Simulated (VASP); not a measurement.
Crystal: Ag2Sn.

```xyz
3
Lattice="0.0000 3.1657 3.1657 3.1657 0.0000 3.1657 3.1657 3.1657 0.0000" Properties=species:S:1:pos:R:3 pbc="T T T"
Ag    1.5829    1.5829    1.5829
Ag    4.7486    4.7486    4.7486
Sn    0.0000    0.0000    0.0000
```

| Property | Result |
| --- | --- |
| Program | VASP 6.6.1 |
| Task | relaxation of cell and atoms |
| Functional | PBE |
| Potentials or basis | VASP PAW PBE potentials, release 64 (Ag, Sn_d) |
| Cutoff | 600 eV |
| k mesh | 6 × 6 × 6 |
| Occupations | gaussian, width 0.1 eV |
| Spin | no spin polarisation |

At the start: pressure 8.0 GPa; volume 21.15 Å³/atom.

Problem. Where does the relaxation end?

Solution. Over 3 steps the energy falls by 51.0 meV/atom and the volume is 23.42 Å³/atom (+10.8 %); space group Fm-3m (No. 225, to 0.05 Å).

Step by step:
```csv
step,energy change (eV),largest force (eV/Å),pressure (GPa),volume (Å³)
1,0.0000,0.0000,7.98,63.45
2,-0.1269,0.0000,-2.41,73.63
3,-0.1530,0.0000,0.05,70.27
```

Final structure:
```cif
data_structure
_symmetry_space_group_name_H-M 'P 1'
_symmetry_Int_Tables_number 1
_cell_length_a 4.6320
_cell_length_b 4.6320
_cell_length_c 4.6320
_cell_angle_alpha 60.000
_cell_angle_beta 60.000
_cell_angle_gamma 60.000
_cell_volume 70.27
loop_
_atom_site_label
_atom_site_type_symbol
_atom_site_fract_x
_atom_site_fract_y
_atom_site_fract_z
_atom_site_occupancy
Ag1 Ag 0.25000 0.25000 0.25000 1
Ag2 Ag 0.75000 0.75000 0.75000 1
Sn1 Sn 0.00000 0.00000 0.00000 1
```
